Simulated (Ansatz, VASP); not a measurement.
One calculation of ZnSe, two programs

INCAR

```
  ALGO = Normal
  EDIFF = 1E-7
  EDIFFG = -0.02
  ENCUT = 520
  GGA = PE
  IBRION = 2
  ISIF = 2
  ISMEAR = -1
  LASPH = T
  LCHARG = F
  LREAL = F
  LWAVE = F
  NELM = 80
  NSW = 80
  PREC = Accurate
  SIGMA = 0.02
```

KPOINTS

```
k-points
0
Gamma
  13 13 13
```

Contents of POSCAR:

```
ZnSe
1.0
    0.0000000000      2.8147806350      2.8147806350
    2.8147806350      0.0000000000      2.8147806350
    2.8147806350      2.8147806350      0.0000000000
Zn Se
1 1
Direct
    0.0000000000      0.0000000000      0.0000000000
    0.2500000000      0.2500000000      0.2500000000
```

Input for Ansatz:

```yaml
crystal:
  lattice:
    - [0.0, 2.814780635, 2.814780635]
    - [2.814780635, 0.0, 2.814780635]
    - [2.814780635, 2.814780635, 0.0]
  atoms:
    - { symbol: Zn, position: [0.0, 0.0, 0.0] }
    - { symbol: Se, position: [0.25, 0.25, 0.25] }
kpoints:
  mp_grid: { grid: [13, 13, 13] }
scf:
  occupations: { method: fermi_dirac, width: 0.02 }
hamiltonian:
  xc: pbe
  pseudopotentials: { kind: paw }
output:
  forces: true
  stress: true
  populations: true
  efg: { quadrupole_moments_barn: { Zn: 0.122 }, contact_densities: true }
relax:
  f_tol: 0.02
  max_steps: 60
```

Change from the starting cell: volume scaled by 0.98, ions relaxed.

Alike in both runs: task relaxation of the atoms; functional PBE; k mesh 13 × 13 × 13; occupations fermi-dirac, width 0.02 eV; no spin polarisation.

|  | VASP | Ansatz |
| --- | --- | --- |
| version | VASP 6.6.1 | Ansatz 0.2.0 |
| potentials or method | VASP PAW PBE potentials, release 64 (Zn, Se) | plane-wave PAW, scalar-relativistic |
| plane-wave cutoff (eV) | 520 | 420 |
| valence electrons in the cell | 18 | 28 |

```tsv
	VASP	Ansatz	Ansatz less VASP
gap on the k mesh at the Fermi level, each at its own relaxed structure (eV)	1.37	1.37	-0.003
```

VASP's potentials hold 18 valence electrons a cell and Ansatz's 28, so a difference there can come from the potentials and not from the codes. Ansatz's warnings: stress scf threshold loose.

Noted on VASP's run: the relaxation stopped at its first step, so nothing moved.
